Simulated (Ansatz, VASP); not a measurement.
SiC in VASP and in Ansatz

```xyz
4
Lattice="3.1676 0.0000 0.0000 -1.5838 2.7432 0.0000 0.0000 0.0000 5.0246" Properties=species:S:1:pos:R:3 pbc="T T T"
Si    0.0000    1.8288   -0.0092
Si    1.5838    0.9144    2.5031
C     0.0000    1.8288    1.8934
C     1.5838    0.9144    4.4057
```

Change from the starting cell: epitaxial_xy strain +3.0%.

Alike in both runs: task single point; functional HSE06; k mesh 6 × 6 × 4; no spin polarisation.

|  | VASP | Ansatz |
| --- | --- | --- |
| version | VASP 6.6.1 | Ansatz 0.2.0 |
| potentials or method | VASP PAW PBE potentials, release 64 (Si, C) | plane waves, PAW |
| plane-wave cutoff (eV) | 520 | 420 |
| occupations | gaussian, width 0.01 eV | fixed |
| valence electrons in the cell | 16 | 16 |

VASP gave:

- gap on the k mesh at the Fermi level (eV): 3.29
- pressure (GPa): -12.6
- traceless stress, the component that is largest in VASP (GPa): 10.75
- rms of the force components (eV/Å): 0.020

Task: Estimate Ansatz's values.

Result: gap on the k mesh at the Fermi level (eV): 3.29; pressure (GPa): -12.3; traceless stress, the component that is largest in VASP (GPa): 10.67; rms of the force components (eV/Å): 0.023.

Atom by atom the forces differ by 0.002 eV/Å (rms over components). Ansatz's warnings: stress exchange threshold loose, stress scf threshold loose.
